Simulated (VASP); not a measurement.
# HfN in VASP: further runs

Runs on HfN. Level: PBE. Tasks: single point.

Program: VASP 6.6.1. These are calculated values, not measurements. Logs are shortened: lines on timing, memory, paths and dates and some standing lists are left out, and cuts for length are marked.

### Step 1. The cell of the first run

It takes space group Fm-3m (No. 225, cubic). The conventional cell has a = 4.382 Å, b = 4.382 Å, c = 4.382 Å, α = 90.00°, β = 90.00°, γ = 90.00°. Within 2.9 Å of Hf (site symmetry m-3m) lie 6 N at 2.19 Å. Within 2.9 Å of N (site symmetry m-3m) lie 6 Hf at 2.19 Å.

### Step 2. Single point, PBE (strain -0.030 along x and y, -0.030 along z)

The input, INCAR:

```
ALGO = Normal ; EDIFF = 1E-6
ENCUT = 520 ; GGA = PE
ISIF = 2 ; ISMEAR = 0
LASPH = T ; LCHARG = F
LREAL = F ; LWAVE = F
NBANDS = 14 ; NELM = 60
PREC = Accurate ; SIGMA = 0.15
```

The input, KPOINTS:

```
k-points
0
Gamma
  18 18 18
```

The input, POSCAR:

```
HfN
1.0
    0.0000000000      2.1912300000      2.1912300000
    2.1912300000      0.0000000000      2.1912300000
    2.1912300000      2.1912300000      0.0000000000
Hf N
1 1
Direct
    0.0000000000      0.0000000000      0.0000000000
    0.5000000000      0.5000000000      0.5000000000
```

Potentials or basis: VASP PAW PBE potentials, release 64 (Hf_pv, N).

Run with:

```console
$ cat potpaw_PBE.64/Hf_pv/POTCAR potpaw_PBE.64/N/POTCAR > POTCAR
$ mpirun -np 1 vasp_std > vasp.out
```

OUTCAR:

```text
EDIFF = 1E-6
   ENCUT = 520
   GGA = PE
   ISIF = 2
   ISMEAR = 0
   LASPH = T
   LREAL = F
   NELM = 60
   PREC = Accurate

 ion  position               nearest neighbor table
   1  0.000  0.000  0.000-   2 2.19   2 2.19   2 2.19   2 2.19   2 2.19   2 2.19
   2  0.500  0.500  0.500-   1 2.19   1 2.19   1 2.19   1 2.19   1 2.19   1 2.19

  LATTYP: Found a face centered cubic cell.
 ALAT       =     4.3824600000

  Lattice vectors:

 A1 = (   0.0000000000,   2.1912300000,   2.1912300000)
 A2 = (   2.1912300000,   0.0000000000,   2.1912300000)
 A3 = (   2.1912300000,   2.1912300000,   0.0000000000)

Analysis of symmetry for initial positions (statically):
=====================================================================
 Subroutine PRICEL returns:
 Original cell was already a primitive cell.

 Routine SETGRP: Setting up the symmetry group for a
 face centered cubic supercell.

 Subroutine GETGRP returns: Found 48 space group operations
 (whereof 48 operations were pure point group operations)
 out of a pool of 48 trial point group operations.

The static configuration has the point symmetry O_h .

Analysis of symmetry for dynamics (positions and initial velocities):
=====================================================================
 Subroutine PRICEL returns:
 Original cell was already a primitive cell.

 Routine SETGRP: Setting up the symmetry group for a
 face centered cubic supercell.

 Subroutine GETGRP returns: Found 48 space group operations
 (whereof 48 operations were pure point group operations)
 out of a pool of 48 trial point group operations.

The dynamic configuration has the point symmetry O_h .

 Subroutine INISYM returns: Found 48 space group operations
 (whereof 48 operations are pure point group operations),
 and found     1 'primitive' translations

----------------------------------------------------------------------------------------

                                     Primitive cell

  volume of cell :      21.0423

  direct lattice vectors                    reciprocal lattice vectors
     0.000000000  2.191230000  2.191230000    -0.228182345  0.228182345  0.228182345
     2.191230000  0.000000000  2.191230000     0.228182345 -0.228182345  0.228182345
     2.191230000  2.191230000  0.000000000     0.228182345  0.228182345 -0.228182345

  length of vectors
     3.098867184  3.098867184  3.098867184     0.395223415  0.395223415  0.395223415

  position of ions in fractional coordinates (direct lattice)
     0.000000000  0.000000000  0.000000000
     0.500000000  0.500000000  0.500000000

  ion indices of the primitive-cell ions
   primitive index   ion index
                 1           1
                 2           2

----------------------------------------------------------------------------------------

 KPOINTS: k-points

Automatic generation of k-mesh.
 Grid dimensions read from file:
 generate k-points for:   18   18   18

 Generating k-lattice:

  Cartesian coordinates                     Fractional coordinates (reciprocal lattice)
    -0.012676797  0.012676797  0.012676797     0.055555556  0.000000000  0.000000000
     0.012676797 -0.012676797  0.012676797     0.000000000  0.055555556  0.000000000
     0.012676797  0.012676797 -0.012676797     0.000000000  0.000000000  0.055555556

  Length of vectors
     0.021956856  0.021956856  0.021956856

  Shift w.r.t. Gamma in fractional coordinates (k-lattice)
     0.000000000  0.000000000  0.000000000

 Subroutine IBZKPT returns following result:
 ===========================================

 Found    195 irreducible k-points:

 Following reciprocal coordinates:
            Coordinates               Weight
  0.000000  0.000000  0.000000      1.000000
  0.055556  0.000000  0.000000      8.000000
  0.111111  0.000000  0.000000      8.000000
  0.166667  0.000000  0.000000      8.000000
  0.222222  0.000000  0.000000      8.000000
  0.277778  0.000000  0.000000      8.000000
[... 16 lines left out ...]
 -0.277778  0.055556  0.000000     24.000000
 -0.222222  0.055556  0.000000     24.000000
 [... further k-points ...]
   k-points           NKPTS =    195   k-points in BZ     NKDIM =    195   number of bands    NBANDS=     14
   number of dos      NEDOS =    301   number of ions     NIONS =      2
   total plane-waves  NPLWV =  13824
   dimension x,y,z NGX =    24 NGY =   24 NGZ =   24
   dimension x,y,z NGXF=    48 NGYF=   48 NGZF=   48
   ions per type =               1   1
   NGX,Y,Z   is equivalent  to a cutoff of  12.88, 12.88, 12.88 a.u.
   NGXF,Y,Z  is equivalent  to a cutoff of  25.75, 25.75, 25.75 a.u.
 SYSTEM =  unknown system
   PREC   = accura    normal or accurate (medium, high low for compatibility)
   ISTART =      0    job   : 0-new  1-cont  2-samecut
   ICHARG =      2    charge: 1-file 2-atom 10-const
   ISPIN  =      1    spin polarized calculation?
   LNONCOLLINEAR =      F non collinear calculations
   LSORBIT =      F    spin-orbit coupling
   LASPH  =      T    aspherical Exc in radial PAW
   ENCUT  =  520.0 eV  38.22 Ry    6.18 a.u.   5.76  5.76  5.76*2*pi/ulx,y,z
   NELM   =     60;   NELMIN=  2; NELMDL= -5     # of ELM steps
   EDIFF  = 0.1E-05   stopping-criterion for ELM
   LREAL  =      F    real-space projection
   EDIFFG = 0.1E-04   stopping-criterion for IOM
   NSW    =      0    number of steps for IOM
   IBRION =     -1    ionic relax: 0-MD 1-quasi-New 2-CG
   NFREE  =      0    steps in history (QN), initial steepest desc. (CG)
   ISIF   =      2    stress and relaxation
   ISYM   =      2    0-nonsym 1-usesym 2-fastsym
   POTIM  = 0.5000    time-step for ionic-motion
   TEBEG  =    0.0;   TEEND  =   0.0 temperature during run
   PSTRESS=    0.0 pullay stress
   NELECT =      15.0000    total number of electrons
   NUPDOWN=      -1.0000    fix difference up-down
   EMIN   =  10.00;   EMAX   =-10.00  energy-range for DOS
   EFERMI =   0.00;   METHOD = LEGACY
   ISMEAR =     0;   SIGMA  =   0.15  broadening in eV -4-tet -1-fermi 0-gaus
   EFERMI_NEDOS =   21; number of points for ismear=-14 and -15
   IALGO  =     38    algorithm
   IMIX   =      4    mixing-type and parameters
     AMIX     =   0.40;   BMIX     =  1.00
     AMIX_MAG =   1.60;   BMIX_MAG =  1.00
  volume/ion in A,a.u.               =      10.52        71.00
  Fermi-wavevector in a.u.,A,eV,Ry     =   1.462426  2.763585 29.098649  2.138690
  Thomas-Fermi vector in A             =   2.578641
   LORBIT       =      0    0 simple, 1 ext, 2 COOP (PROOUT), +10 PAW based schemes
   GGA     = PE    functional components
   LHFCALC =     F    Hartree Fock is set to
   AEXX    =    0.0000 exact exchange contribution
   IVDW    =     0    specifies the selected vdW correction
   LEPSILON=     F    determine dielectric tensor
   LRPA    =     F    only Hartree local field effects (RPA)
 non-spin polarized calculation
 Gauss-broadening in eV      SIGMA  =   0.15
  energy-cutoff  :      520.00
  volume of cell :       21.04
 maximum number of plane-waves:       588
   NGX = 11   NGY = 11   NGZ = 11

 number of electron      15.0000002 magnetization

 Free energy of the ion-electron system (eV)
  ---------------------------------------------------
  ext. energy  EPLUGINS =         0.00000000
  ---------------------------------------------------
  free energy    TOTEN  =       -21.53540932 eV

  energy without entropy =      -21.52886489  energy(sigma->0) =      -21.53213711

 E-fermi :   9.2160     XC(G=0): -13.2200

 val. band max:        9.1883081107   @ k =   0.4444   0.2222   0.1111
 cond. band min:       9.2252569019   @ k =  -0.1111   0.0556   0.0000
 fundamental gap:      0.0369487912
 Fermi energy:         9.2159590468

 k-point     1 :       0.0000    0.0000    0.0000
  band No.  band energies     occupation
      1     -21.5638      2.00000
      2     -21.5638      2.00000
      3     -21.5638      2.00000
      4      -8.8308      2.00000
      5       6.0896      2.00000
      6       6.0896      2.00000
      7       6.0896      2.00000
      8       8.8159      1.99984
      9       8.8159      1.99984
     10       8.8159      1.99984
     11      11.4177      0.00000
     12      11.4177      0.00000
     13      11.9420      0.00000
     14      19.0103      0.00000

 k-point     2 :       0.0556    0.0000    0.0000
  band No.  band energies     occupation
      1     -21.6101      2.00000
      2     -21.5673      2.00000
      3     -21.5673      2.00000
      4      -8.7426      2.00000
      5       5.7494      2.00000
      6       5.8733      2.00000
      7       5.8733      2.00000
      8       8.9248      1.99395
      9       8.9368      1.99151
     10       8.9368      1.99151
     11      11.6950      0.00000
     12      11.6950      0.00000
     13      12.1665      0.00000
     14      19.2839      0.00000

 k-point     3 :       0.1111    0.0000    0.0000
  band No.  band energies     occupation
      1     -21.7408      2.00000
      2     -21.5772      2.00000
      3     -21.5772      2.00000
      4      -8.4880      2.00000
      5       4.9472      2.00000
      6       5.3550      2.00000
      7       5.3550      2.00000
      8       9.1316      1.57366
      9       9.2576      0.69437
     10       9.2576      0.69437
     11      12.4310      0.00000
     12      12.4310      0.00000
     13      12.7645      0.00000
     14      20.0590      0.00000
[... 324 lines left out ...]
 k-point    23 :      -0.2778    0.0556    0.0000
  band No.  band energies     occupation
      1     -22.4596      2.00000
      2     -21.6844      2.00000
      3     -21.6209      2.00000
      4      -6.8583      2.00000
      5       1.6575      2.00000
      6       3.2716      2.00000
      7       3.6465      2.00000
      8      10.1720      0.00000
      9      10.9883      0.00000
     10      12.0234      0.00000
     11      14.8262      0.00000
     12      16.0480      0.00000
     13      16.8415      0.00000
     14      21.8544      0.00000

 k-point    24 :      -0.2222    0.0556    0.0000
  band No.  band energies     occupation
      1     -22.2412      2.00000
      2     -21.6638      2.00000
      3     -21.6002      2.00000
      4      -7.3887      2.00000
      5       2.5267      2.00000
      6       3.7324      2.00000
      7       4.1762      2.00000
      8       9.7050      0.00000
      9      10.2675      0.00000
     10      11.2557      0.00000
     11      13.8878      0.00000
     12      15.2341      0.00000
     13      15.6697      0.00000
     14      21.8622      0.00000

 [... further k-points ...]
[... 5 lines left out ...]
  --------------------------------------------------------------------------------------
  -------------------------------------------------------------------------------------
  Total        4.5335527      4.5335527      4.5335527      0.0000000      0.0000000      0.0000000
  in kB      345.1877391    345.1877391    345.1877391      0.0000000      0.0000000      0.0000000
  external PRESSURE =     345.1877391 kB  Pullay stress =       0.0000000 kB

 VOLUME and BASIS-vectors are now :
 -----------------------------------------------------------------------------
  energy-cutoff  :      520.00
  volume of cell :       21.04
      direct lattice vectors                 reciprocal lattice vectors
     0.000000000  2.191230000  2.191230000    -0.228182345  0.228182345  0.228182345
     2.191230000  0.000000000  2.191230000     0.228182345 -0.228182345  0.228182345
     2.191230000  2.191230000  0.000000000     0.228182345  0.228182345 -0.228182345

 POSITION                                       TOTAL-FORCE (eV/Angst)
 -----------------------------------------------------------------------------------
      0.00000      0.00000      0.00000        -0.000000     -0.000000      0.000000
      2.19123      2.19123      2.19123         0.000000      0.000000      0.000000
 -----------------------------------------------------------------------------------
    total drift:                                0.000000     -0.000000     -0.000000

  FREE ENERGIE OF THE ION-ELECTRON SYSTEM (eV)
  ---------------------------------------------------
  free  energy   TOTEN  =       -21.5354093243 eV

  energy  without entropy=      -21.5288648870  energy(sigma->0) =      -21.53213711
```

Wall time 48 s (1 thread of Intel Xeon 8259CL, shared host); peak memory 0.19 GiB.

What came out:

* Free energy: -21.5354 eV
* Pressure: 34.5 GPa
* Band gap on the k mesh: zero (an odd number of electrons rules out a gap without spin polarisation)

Levels at points of the mesh, in eV from the Fermi level:
```
           k point  band 6  band 7  band 8  band 9  band 10  band 11
(0.00, 0.00, 0.00)   -3.13   -3.13   -0.40   -0.40    -0.40     2.20
(0.50, 0.00, 0.00)   -6.66   -6.66    3.72    4.20     4.20     4.94
(0.50, 0.50, 0.00)   -4.24   -3.72   -3.72    4.62     6.27     6.27
```

Caveat: the cell differs from its parent crystal (strain -0.030 along x and y, -0.030 along z); the cell stands under pressure; spin-orbit coupling is left out, which moves the levels of the heavy elements.

(Continued in part 2 of 3.)

The gap in the log of VASP goes by the Fermi energy; the results here count the filled bands.